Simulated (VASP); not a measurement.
# WSe2 in VASP: notebook

Runs on WSe2. Level: r2SCAN. Tasks: single point.

Program: VASP 6.6.1. These are calculated values, not measurements. Logs are shortened: lines on timing, memory, paths and dates and some standing lists are left out, and cuts for length are marked.

## 1. The cell of the first run

The cell holds a slab with vacuum, 3 atoms: a = 3.116 Å, b = 3.116 Å, c = 17.259 Å, α = 90.00°, β = 90.00°, γ = 120.00°.

## 2. Single point, r2SCAN (biaxial strain in the a-b plane: -6.0 %, then relaxed in part)

Contents of POSCAR:

```
WSe2
1.0
    3.1155017897      0.0000000000      0.0000000000
   -1.5577508948      2.6981036954      0.0000000000
    0.0000000000      0.0000000000     17.2586418898
W Se
1 2
Direct
    0.0000000000      0.0000000000      0.0000000000
    0.3333333333      0.6666666667      0.1006330048
    0.3333333333      0.6666666667      0.8993669952
```

Contents of INCAR.step1:

```
ALGO = Normal
EDIFF = 1E-4
ENCUT = 520
GGA = PE
ISMEAR = 0
LASPH = True
LCHARG = False
LREAL = False
LWAVE = True
NBANDS = 20
NELM = 100
PREC = Accurate
SIGMA = 0.02
```

Contents of INCAR.step2:

```
ALGO = Normal
EDIFF = 1E-7
ENCUT = 520
ISIF = 2
ISMEAR = 0
ISTART = 1
LASPH = True
LCHARG = False
LMIXTAU = True
LREAL = False
LWAVE = False
METAGGA = R2SCAN
NBANDS = 20
NELM = 100
PREC = Accurate
SIGMA = 0.02
```

Contents of KPOINTS:

```
k-points
0
Gamma
  12 12 2
```

Potentials or basis: VASP PAW PBE potentials, release 64 (W_sv, Se).

Run with:

```sh
> cat potpaw_PBE.64/W_sv/POTCAR potpaw_PBE.64/Se/POTCAR > POTCAR
> cp INCAR.step1 INCAR
> mpirun -np 1 vasp_std > vasp.out
> cp INCAR.step2 INCAR
> mpirun -np 1 vasp_std > vasp.out
```

OUTCAR:

```text
EDIFF = 1E-7
   ENCUT = 520
   ISIF = 2
   ISMEAR = 0
   ISTART = 1
   LASPH = True
   LREAL = False
   METAGGA = R2SCAN
   NELM = 100
   PREC = Accurate

 ion  position               nearest neighbor table
   1  0.000  0.000  0.000-   2 2.50   3 2.50   2 2.50   3 2.50   2 2.50   3 2.50
   2  0.333  0.667  0.101-   1 2.50   1 2.50   1 2.50
   3  0.333  0.667  0.899-   1 2.50   1 2.50   1 2.50

  LATTYP: Found a hexagonal cell.
 ALAT       =     3.1155017897
 C/A-ratio  =     5.5396026242

  Lattice vectors:

 A1 = (   3.1155017897,   0.0000000000,   0.0000000000)
 A2 = (  -1.5577508948,   2.6981036954,   0.0000000000)
 A3 = (   0.0000000000,   0.0000000000,  17.2586418898)

Analysis of symmetry for initial positions (statically):
=====================================================================
 Subroutine PRICEL returns:
 Original cell was already a primitive cell.

 Routine SETGRP: Setting up the symmetry group for a
 hexagonal supercell.

 Subroutine GETGRP returns: Found 12 space group operations
 (whereof 12 operations were pure point group operations)
 out of a pool of 24 trial point group operations.

The static configuration has the point symmetry D_3h.

Analysis of symmetry for dynamics (positions and initial velocities):
=====================================================================
 Subroutine PRICEL returns:
 Original cell was already a primitive cell.

 Routine SETGRP: Setting up the symmetry group for a
 hexagonal supercell.

 Subroutine GETGRP returns: Found 12 space group operations
 (whereof 12 operations were pure point group operations)
 out of a pool of 24 trial point group operations.

The dynamic configuration has the point symmetry D_3h.

 Subroutine INISYM returns: Found 12 space group operations
 (whereof 12 operations are pure point group operations),
 and found     1 'primitive' translations

----------------------------------------------------------------------------------------

                                     Primitive cell

  volume of cell :     145.0752

  direct lattice vectors                    reciprocal lattice vectors
     3.115501790  0.000000000  0.000000000     0.320975582  0.185315339  0.000000000
    -1.557750895  2.698103695  0.000000000     0.000000000  0.370630677  0.000000000
     0.000000000  0.000000000 17.258641890     0.000000000  0.000000000  0.057941987

  length of vectors
     3.115501790  3.115501790 17.258641890     0.370630677  0.370630677  0.057941987

  position of ions in fractional coordinates (direct lattice)
     0.000000000  0.000000000  0.000000000
     0.333333333  0.666666667  0.100633005
     0.333333333  0.666666667  0.899366995

  ion indices of the primitive-cell ions
   primitive index   ion index
                 1           1
                 2           2
                 3           3

----------------------------------------------------------------------------------------

 KPOINTS: k-points

Automatic generation of k-mesh.
 Grid dimensions read from file:
 generate k-points for:   12   12    2

 Generating k-lattice:

  Cartesian coordinates                     Fractional coordinates (reciprocal lattice)
     0.026747965  0.015442945  0.000000000     0.083333333  0.000000000  0.000000000
     0.000000000  0.030885890  0.000000000     0.000000000  0.083333333  0.000000000
     0.000000000  0.000000000  0.028970993     0.000000000  0.000000000  0.500000000

  Length of vectors
     0.030885890  0.030885890  0.028970993

  Shift w.r.t. Gamma in fractional coordinates (k-lattice)
     0.000000000  0.000000000  0.000000000

 Subroutine IBZKPT returns following result:
 ===========================================

 Found     38 irreducible k-points:

 Following reciprocal coordinates:
            Coordinates               Weight
  0.000000  0.000000  0.000000      1.000000
  0.083333  0.000000  0.000000      6.000000
  0.166667  0.000000  0.000000      6.000000
  0.250000  0.000000  0.000000      6.000000
  0.333333  0.000000  0.000000      6.000000
  0.416667  0.000000  0.000000      6.000000
[... 16 lines left out ...]
  0.250000  0.000000  0.500000      6.000000
  0.333333  0.000000  0.500000      6.000000
 [... further k-points ...]
   k-points           NKPTS =     38   k-points in BZ     NKDIM =     38   number of bands    NBANDS=     20
   number of dos      NEDOS =    301   number of ions     NIONS =      3
   total plane-waves  NPLWV =  73728
   dimension x,y,z NGX =    24 NGY =   24 NGZ =  128
   dimension x,y,z NGXF=    48 NGYF=   48 NGZF=  256
   ions per type =               1   2
   NGX,Y,Z   is equivalent  to a cutoff of  12.81, 12.81, 12.33 a.u.
   NGXF,Y,Z  is equivalent  to a cutoff of  25.61, 25.61, 24.66 a.u.
 SYSTEM =  unknown system
   PREC   = accura    normal or accurate (medium, high low for compatibility)
   ISTART =      1    job   : 0-new  1-cont  2-samecut
   ICHARG =      0    charge: 1-file 2-atom 10-const
   ISPIN  =      1    spin polarized calculation?
   LNONCOLLINEAR =      F non collinear calculations
   LSORBIT =      F    spin-orbit coupling
   LASPH  =      T    aspherical Exc in radial PAW
   ENCUT  =  520.0 eV  38.22 Ry    6.18 a.u.   5.79  5.79 32.09*2*pi/ulx,y,z
   NELM   =    100;   NELMIN=  2; NELMDL=  0     # of ELM steps
   EDIFF  = 0.1E-06   stopping-criterion for ELM
   LREAL  =      F    real-space projection
   EDIFFG = 0.1E-05   stopping-criterion for IOM
   NSW    =      0    number of steps for IOM
   IBRION =     -1    ionic relax: 0-MD 1-quasi-New 2-CG
   NFREE  =      0    steps in history (QN), initial steepest desc. (CG)
   ISIF   =      2    stress and relaxation
   ISYM   =      2    0-nonsym 1-usesym 2-fastsym
   POTIM  = 0.5000    time-step for ionic-motion
   TEBEG  =    0.0;   TEEND  =   0.0 temperature during run
   PSTRESS=    0.0 pullay stress
   NELECT =      26.0000    total number of electrons
   NUPDOWN=      -1.0000    fix difference up-down
   EMIN   =  10.00;   EMAX   =-10.00  energy-range for DOS
   EFERMI =   0.00;   METHOD = LEGACY
   ISMEAR =     0;   SIGMA  =   0.02  broadening in eV -4-tet -1-fermi 0-gaus
   EFERMI_NEDOS =   21; number of points for ismear=-14 and -15
   IALGO  =     38    algorithm
   IMIX   =      4    mixing-type and parameters
     AMIX     =   0.40;   BMIX     =  1.00
     AMIX_MAG =   1.60;   BMIX_MAG =  1.00
  volume/ion in A,a.u.               =      48.36       326.34
  Fermi-wavevector in a.u.,A,eV,Ry     =   0.923000  1.744216 11.591188  0.851928
  Thomas-Fermi vector in A             =   2.048588
   LORBIT       =      0    0 simple, 1 ext, 2 COOP (PROOUT), +10 PAW based schemes
   METAGGA = R2SCAN    functional components
   LHFCALC =     F    Hartree Fock is set to
   AEXX    =    0.0000 exact exchange contribution
   IVDW    =     0    specifies the selected vdW correction
   LEPSILON=     F    determine dielectric tensor
   LRPA    =     F    only Hartree local field effects (RPA)
 non-spin polarized calculation
 Gauss-broadening in eV      SIGMA  =   0.02
  energy-cutoff  :      520.00
  volume of cell :      145.08
 maximum number of plane-waves:      3940
 NGX is ok and might be reduce to    24
   NGX = 11   NGY = 11   NGZ = 65

 number of electron      25.9999999 magnetization

 Free energy of the ion-electron system (eV)
  ---------------------------------------------------
  ext. energy  EPLUGINS =         0.00000000
  ---------------------------------------------------
  free energy    TOTEN  =       -81.36247755 eV

  energy without entropy =      -81.36247755  energy(sigma->0) =      -81.36247755

 E-fermi :  -0.2908     XC(G=0):  -5.0085

 val. band max:       -0.5705345298   @ k =   0.3333   0.3333   0.0000
 cond. band min:       0.9974910965   @ k =   0.1667   0.1667   0.0000
 fundamental gap:      1.5680256264
 Fermi energy:        -0.2907932658

 k-point     1 :       0.0000    0.0000    0.0000
  band No.  band energies     occupation
      1     -76.2875      2.00000
      2     -40.0255      2.00000
      3     -39.6806      2.00000
      4     -39.6806      2.00000
      5     -16.5867      2.00000
      6     -15.3078      2.00000
[... 12 lines left out ...]
     19       4.7011      0.00000
     20       5.4633      0.00000

 k-point     2 :       0.0833    0.0000    0.0000
  band No.  band energies     occupation
      1     -76.2857      2.00000
      2     -40.0197      2.00000
      3     -39.7107      2.00000
      4     -39.6875      2.00000
      5     -16.4520      2.00000
      6     -15.2314      2.00000
[... 12 lines left out ...]
     19       4.8635      0.00000
     20       5.7052      0.00000

 k-point     3 :       0.1667    0.0000    0.0000
  band No.  band energies     occupation
      1     -76.2810      2.00000
      2     -40.0038      2.00000
      3     -39.7921      2.00000
      4     -39.7064      2.00000
      5     -16.0629      2.00000
      6     -15.0106      2.00000
[... 12 lines left out ...]
     19       5.3233      0.00000
     20       6.1352      0.00000

 k-point     4 :       0.2500    0.0000    0.0000
  band No.  band energies     occupation
      1     -76.2745      2.00000
      2     -39.9820      2.00000
      3     -39.9017      2.00000
      4     -39.7321      2.00000
      5     -15.4669      2.00000
      6     -14.6745      2.00000
[... 12 lines left out ...]
     19       6.0164      0.00000
     20       6.6072      0.00000

 k-point     5 :       0.3333    0.0000    0.0000
  band No.  band energies     occupation
      1     -76.2680      2.00000
      2     -40.0094      2.00000
      3     -39.9601      2.00000
      4     -39.7576      2.00000
      5     -14.7567      2.00000
      6     -14.2845      2.00000
[... 12 lines left out ...]
     19       6.7360      0.00000
     20       6.8075      0.00000
[... 353 lines left out ...]
      6     -15.2314      2.00000
[... 12 lines left out ...]
     19       4.7100      0.00000
     20       5.9844      0.00000

 k-point    22 :       0.1667    0.0000    0.5000
  band No.  band energies     occupation
      1     -76.2810      2.00000
      2     -40.0038      2.00000
      3     -39.7921      2.00000
      4     -39.7064      2.00000
      5     -16.0629      2.00000
      6     -15.0106      2.00000
[... 12 lines left out ...]
     19       5.1426      0.00000
     20       6.4254      0.00000

 k-point    23 :       0.2500    0.0000    0.5000
  band No.  band energies     occupation
      1     -76.2745      2.00000
      2     -39.9820      2.00000
      3     -39.9017      2.00000
      4     -39.7321      2.00000
      5     -15.4669      2.00000
      6     -14.6745      2.00000
[... 12 lines left out ...]
     19       5.7130      0.00000
     20       7.0651      0.00000

 k-point    24 :       0.3333    0.0000    0.5000
  band No.  band energies     occupation
      1     -76.2681      2.00000
      2     -40.0094      2.00000
      3     -39.9601      2.00000
      4     -39.7576      2.00000
      5     -14.7567      2.00000
      6     -14.2845      2.00000
[... 12 lines left out ...]
     19       6.5709      0.00000
     20       6.9939      0.00000

 [... further k-points ...]

------------------------ aborting loop because EDIFF is reached ----------------------------------------

  FORCE on cell =-STRESS in cart. coord.  units (eV):
  Direction    XX          YY          ZZ          XY          YZ          ZX
  --------------------------------------------------------------------------------------
  -------------------------------------------------------------------------------------
  Total        6.4797172      6.4797172      0.1821642      0.0000000      0.0000000      0.0000000
  in kB       71.5605012     71.5605012      2.0117795      0.0000000      0.0000000      0.0000000
  external PRESSURE =      48.3775939 kB  Pullay stress =       0.0000000 kB

 VOLUME and BASIS-vectors are now :
 -----------------------------------------------------------------------------
  energy-cutoff  :      520.00
  volume of cell :      145.08
      direct lattice vectors                 reciprocal lattice vectors
     3.115501790  0.000000000  0.000000000     0.320975582  0.185315339  0.000000000
    -1.557750895  2.698103695  0.000000000     0.000000000  0.370630677  0.000000000
     0.000000000  0.000000000 17.258641890     0.000000000  0.000000000  0.057941987

 POSITION                                       TOTAL-FORCE (eV/Angst)
 -----------------------------------------------------------------------------------
      0.00000      0.00000      0.00000         0.000000     -0.000000      0.000000
     -0.00000      1.79874      1.73679        -0.000000      0.000000      0.056899
     -0.00000      1.79874     15.52185        -0.000000      0.000000     -0.056899
 -----------------------------------------------------------------------------------
    total drift:                                0.000001     -0.000000     -0.000000

  FREE ENERGIE OF THE ION-ELECTRON SYSTEM (eV)
  ---------------------------------------------------
  free  energy   TOTEN  =       -81.3624775478 eV

  energy  without entropy=      -81.3624775478  energy(sigma->0) =      -81.36247755
```

Wall time 14 min (1 thread of Intel Xeon 8259CL, shared host); peak memory 0.36 GiB.

Results:

- Free energy: -81.3625 eV
- Largest force: 0.057 eV/Å
- Band gap on the k mesh: 1.57 eV (least direct gap 2.28 eV)

Forces on the atoms (eV/Å):
```
W    0.000  0.000  0.000
Se   0.000  0.000  0.057
Se   0.000  0.000 -0.057
```

Caveat: the cell differs from its parent crystal (biaxial strain in the a-b plane: -6.0 %, then relaxed in part); there is no dipole correction, which matters where the two faces differ; the PAW data sets were made with another functional, which shifts forces and pressure a little; spin-orbit coupling is left out, which moves the levels of the heavy elements.

## 3. Single point, r2SCAN (biaxial strain in the a-b plane: -6.0 %)

Contents of POSCAR:

```
WSe2
1.0
    3.1155017897      0.0000000000      0.0000000000
   -1.5577508948      2.6981036954      0.0000000000
    0.0000000000      0.0000000000     17.2583883295
W Se
1 2
Direct
    0.0000000000      0.0000000000      0.0000000000
    0.3333333333      0.6666666667      0.1002654787
    0.3333333333      0.6666666667      0.8997345213
```

Contents of INCAR.step1:

```
SYSTEM = WSe2
ALGO = Normal
EDIFF = 1E-4
ENCUT = 520
GGA = PE
ISMEAR = 0
LASPH = .TRUE.
LCHARG = .FALSE.
LREAL = .FALSE.
LWAVE = .TRUE.
NBANDS = 20
NELM = 100
PREC = Accurate
SIGMA = 0.02
```

Contents of INCAR.step2:

```
SYSTEM = WSe2
ALGO = Normal
EDIFF = 1E-6
ENCUT = 520
ISIF = 2
ISMEAR = 0
ISTART = 1
LASPH = .TRUE.
LCHARG = .TRUE.
LELF = .TRUE.
LMIXTAU = .TRUE.
LREAL = .FALSE.
LVHAR = .TRUE.
LWAVE = .FALSE.
METAGGA = R2SCAN
NBANDS = 20
NELM = 100
PREC = Accurate
SIGMA = 0.02
```

Contents of KPOINTS:

```
k-points
0
G
  12 12 2
  0 0 0
```

Potentials or basis: VASP PAW PBE potentials, release 64 (W_sv, Se).

Run with:

```sh
> cat potpaw_PBE.64/W_sv/POTCAR potpaw_PBE.64/Se/POTCAR > POTCAR
> cp INCAR.step1 INCAR
> mpirun -np 1 vasp_std > vasp.out
> cp INCAR.step2 INCAR
> mpirun -np 1 vasp_std > vasp.out
```

It took 14 min on 1 thread of Intel Xeon 8259CL, shared host; peak memory 0.36 GiB.

The run converged. Its results:

```
Free energy            : -81.3610 eV
Largest force          : 0.180 eV/Å
Band gap on the k mesh : 1.59 eV (least direct gap 2.31 eV)
```

Forces on the atoms (eV/Å):
```
W    0.000  0.000  0.000
Se   0.000  0.000  0.180
Se   0.000  0.000 -0.180
```

Levels at points of the mesh, in eV from the valence-band top:
| k point | band 10 | band 11 | band 12 | band 13 | band 14 | band 15 | band 16 | band 17 |
| --- | --- | --- | --- | --- | --- | --- | --- | --- |
| (0.00, 0.00, 0.00) | -2.06 | -1.04 | -0.69 | -0.69 | 3.77 | 3.77 | 3.81 | 3.81 |
| (0.50, 0.00, 0.00) | -2.91 | -2.78 | -1.22 | -0.45 | 3.18 | 3.46 | 4.18 | 4.98 |
| (0.00, 0.00, 0.50) | -2.06 | -1.04 | -0.69 | -0.69 | 3.77 | 3.77 | 3.81 | 3.81 |
| (0.50, 0.00, 0.50) | -2.91 | -2.78 | -1.22 | -0.45 | 3.18 | 3.46 | 4.18 | 4.98 |

Caveat: the cell differs from its parent crystal (biaxial strain in the a-b plane: -6.0 %); there is no dipole correction, which matters where the two faces differ; the PAW data sets were made with another functional, which shifts forces and pressure a little; spin-orbit coupling is left out, which moves the levels of the heavy elements.

## 4. Single point, r2SCAN (biaxial strain in the a-b plane: -4.0 %, then relaxed in part)

Contents of POSCAR:

```
WSe2
1.0
    3.1817890618      0.0000000000      0.0000000000
   -1.5908945309      2.7555101570      0.0000000000
    0.0000000000      0.0000000000     17.0589883589
W Se
1 2
Direct
    0.0000000000      0.0000000000      0.0000000000
    0.3333333333      0.6666666667      0.1002654787
    0.3333333333      0.6666666667      0.8997345213
```

Contents of INCAR.step1:

```
SYSTEM = WSe2
PREC = Accurate
ENCUT = 520
ISMEAR = 0
SIGMA = 0.02
LREAL = .FALSE.
LASPH = .TRUE.
NELM = 60
NBANDS = 20
GGA = PE
ALGO = Normal
EDIFF = 1E-4
LWAVE = .TRUE.
LCHARG = .FALSE.
```

Contents of INCAR.step2:

```
SYSTEM = WSe2
PREC = Accurate
ENCUT = 520
EDIFF = 1E-7
ISMEAR = 0
SIGMA = 0.02
LREAL = .FALSE.
LASPH = .TRUE.
NELM = 60
ALGO = Normal
ISIF = 2
LWAVE = .FALSE.
LCHARG = .TRUE.
METAGGA = R2SCAN
LMIXTAU = .TRUE.
LELF = .TRUE.
LVHAR = .TRUE.
NBANDS = 20
ISTART = 1
```

Contents of KPOINTS:

```
Automatic mesh
0
G
  12 12 2
  0 0 0
```

Run with:

```sh
> cat potpaw_PBE.64/W_sv/POTCAR potpaw_PBE.64/Se/POTCAR > POTCAR
> cp INCAR.step1 INCAR
> mpirun -np 1 vasp_std > vasp.out
> cp INCAR.step2 INCAR
> mpirun -np 1 vasp_std > vasp.out
```

It took 14 min on 1 thread of Intel Xeon 8259CL, shared host; peak memory 0.36 GiB.

It converged, with:

```
Free energy            : -81.5835 eV
Largest force          : 0.053 eV/Å
Band gap on the k mesh : 1.68 eV (least direct gap 2.24 eV)
```

Forces in eV/Å, atoms in the order of the input:
```
W    0.000  0.000  0.000
Se   0.000  0.000  0.053
Se   0.000  0.000 -0.053
```

Levels at points of the mesh, in eV from the valence-band top:
| k point | band 10 | band 11 | band 12 | band 13 | band 14 | band 15 | band 16 | band 17 |
| --- | --- | --- | --- | --- | --- | --- | --- | --- |
| (0.00, 0.00, 0.00) | -2.23 | -0.96 | -0.96 | -0.78 | 3.49 | 3.49 | 3.57 | 3.57 |
| (0.50, 0.00, 0.00) | -3.03 | -2.62 | -1.17 | -0.68 | 3.09 | 3.14 | 4.14 | 4.83 |
| (0.00, 0.00, 0.50) | -2.23 | -0.96 | -0.96 | -0.78 | 3.49 | 3.49 | 3.57 | 3.57 |
| (0.50, 0.00, 0.50) | -3.03 | -2.62 | -1.17 | -0.68 | 3.09 | 3.14 | 4.14 | 4.83 |

Caveat: the cell differs from its parent crystal (biaxial strain in the a-b plane: -4.0 %, then relaxed in part); there is no dipole correction, which matters where the two faces differ; the PAW data sets were made with another functional, which shifts forces and pressure a little; spin-orbit coupling is left out, which moves the levels of the heavy elements.

(Part 1 of 2 ends here.)
